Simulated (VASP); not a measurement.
Li:

```
CELL_PARAMETERS angstrom
0.00000 2.20200 2.20200
2.20200 0.00000 2.20200
2.20200 2.20200 0.00000
ATOMIC_POSITIONS crystal
Li 0.00000 0.00000 0.00000
```

This isn't the form of Li at room conditions, which is bcc.

- Program: VASP 6.6.1
- Task: relaxation of cell and atoms
- Functional: LDA
- Potentials or basis: VASP PAW LDA potentials, release 64 (Li_sv)
- Cutoff: 600 eV
- k mesh: 10 × 10 × 10
- Occupations: fermi-dirac, width 0.05 eV
- Spin: no spin polarisation

At the start: pressure -1.6 GPa; volume 21.35 Å³/atom.

**Question.** Where does the relaxation end?

**Answer.** Over 5 steps the energy falls by 14.6 meV/atom and the volume is 18.76 Å³/atom (-12.1 %); space group Fm-3m (No. 225, to 0.1 Å) before and after.

Step by step:
```tsv
step	energy change (eV)	largest force (eV/Å)	pressure (GPa)	volume (Å³)
1	0.0000	0.0000	-1.58	21.35
2	-0.0058	0.0000	-1.29	20.71
3	-0.0136	0.0000	-0.49	19.35
4	-0.0044	0.0000	1.93	16.83
5	-0.0146	0.0000	-0.08	18.76
```

Final structure:
```
Li
1.0
     0.00000    2.10895    2.10895
     2.10895    0.00000    2.10895
     2.10895    2.10895    0.00000
Li
1
Direct
  0.00000 0.00000 0.00000
```

Caveat: the cutoff is under 1.25 times the usual one of these potentials, so pressure, stress and relaxed cells hold a basis-set (Pulay) error.
